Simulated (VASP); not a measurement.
Here is a VASP 6.6.1 calculation.

INCAR

```
ALGO     = Normal         # electronic algorithm
EDIFF    = 1E-6           # SCF threshold, eV
ENCUT    = 520            # plane-wave cutoff, eV
ISIF     = 2              # what is computed and relaxed
ISMEAR   = 1              # smearing method
LASPH    = T              # aspherical terms in the spheres
LCHARG   = F              # write CHGCAR
LREAL    = F              # projectors in reciprocal space
LWAVE    = F              # write WAVECAR
NBANDS   = 19             # bands
NELM     = 60             # most SCF steps
PREC     = Accurate       # precision mode
SIGMA    = 0.2            # smearing width, eV
```

Contents of KPOINTS:

```
k-points
0
Gamma
  14 14 7
```

The input POSCAR:

```
Zn
1.0
    2.5709734941      0.0000000000      0.0000000000
   -1.2854867470      2.2265283583      0.0000000000
    0.0000000000      0.0000000000      4.7361908757
Zn
2
Direct
    0.3333333333      0.6666666667      0.2500000000
    0.6666666667      0.3333333333      0.7500000000
```

Potentials or basis: VASP PAW LDA potentials, release 64 (Zn).

Run with:

```bash
$ cat potpaw_LDA.64/Zn/POTCAR > POTCAR
$ mpirun -np 1 vasp_std > vasp.out
```

**Question.** Estimate the pressure.

**Answer.** 0.7 GPa.

**Question.** Predict the band gap on the k mesh.

**Answer.** Zero (band 12 reaches 5.21 eV, above the bottom of band 13 at 0.86 eV).

Stress tensor (GPa, compression positive):
```
 1.68  0.00  0.00
 0.00  1.68  0.00
 0.00  0.00 -1.17
```
